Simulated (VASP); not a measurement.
Write the native input for VASP 6.6.1 that does the following.

| Property | Result |
| --- | --- |
| Task | single point |
| Functional | r2SCAN |
| Potentials or basis | VASP PAW PBE potentials, release 64 (Si) |
| Cutoff | 520 eV |
| k mesh | 24 × 24 × 20 |
| Occupations | gaussian, width 0.15 eV |
| Spin | no spin polarisation |
| Dipole correction | no |
| Further INCAR settings | ALGO = Normal; EDIFF = 1e-06; NBANDS = 8 |

Crystal: Si.

```
Si
1.0
     2.62054    0.00000    0.00000
    -1.31027    2.56721    0.00000
     0.00000    0.00000    2.46635
Si
1
Direct
  0.00000 0.00000 0.00000
```

This cell differs from its parent crystal: strain +0.1312 x Voigt [0, 1, 0, 0, 0, 0].

These files were run (other wordings do the same):

POSCAR

```
Si
1.0
    2.6205428149      0.0000000000      0.0000000000
   -1.3102714075      2.5672093618      0.0000000000
    0.0000000000      0.0000000000      2.4663543900
Si
1
Direct
    0.0000000000      0.0000000000      0.0000000000
```

INCAR.step1

```
SYSTEM = Si
ALGO = Normal ; EDIFF = 1E-4
ENCUT = 520 ; GGA = PE
ISMEAR = 0 ; LASPH = .True.
LCHARG = .False. ; LREAL = .False.
LWAVE = .True. ; NBANDS = 8
NELM = 100 ; PREC = Accurate
SIGMA = 0.15
```

INCAR.step2

```
SYSTEM = Si
ALGO = Normal ; EDIFF = 1E-6
ENCUT = 520 ; ISIF = 2
ISMEAR = 0 ; ISTART = 1
LASPH = .True. ; LCHARG = .True.
LELF = .True. ; LMIXTAU = .True.
LREAL = .False. ; LVHAR = .True.
LWAVE = .False. ; METAGGA = R2SCAN
NBANDS = 8 ; NELM = 100
PREC = Accurate ; SIGMA = 0.15
```

KPOINTS

```
k-points
0
Gamma
  24 24 20
  0 0 0
```

Potentials or basis: VASP PAW PBE potentials, release 64 (Si).

The run is started by

```bash
$ cat potpaw_PBE.64/Si/POTCAR > POTCAR
$ cp INCAR.step1 INCAR
$ mpirun -np 1 vasp_std > vasp.out
$ cp INCAR.step2 INCAR
$ mpirun -np 1 vasp_std > vasp.out
```

It gave:

```yaml
Pressure: -7.4 GPa
Band_gap_on_the_k_mesh: zero (bands 2 and 3 overlap by 10.83 eV)
```

Caveat: the cell differs from its parent crystal (strain +0.1312 x Voigt [0, 1, 0, 0, 0, 0]); the stress differs along the axes, from -12 to -3 GPa; the PAW data sets were made with another functional, which shifts forces and pressure a little.

Run time: 3.4 min on 1 thread of Intel(R) Xeon(R) 6975P-C (Granite Rapids) (shared host), peak memory 0.29 GiB.
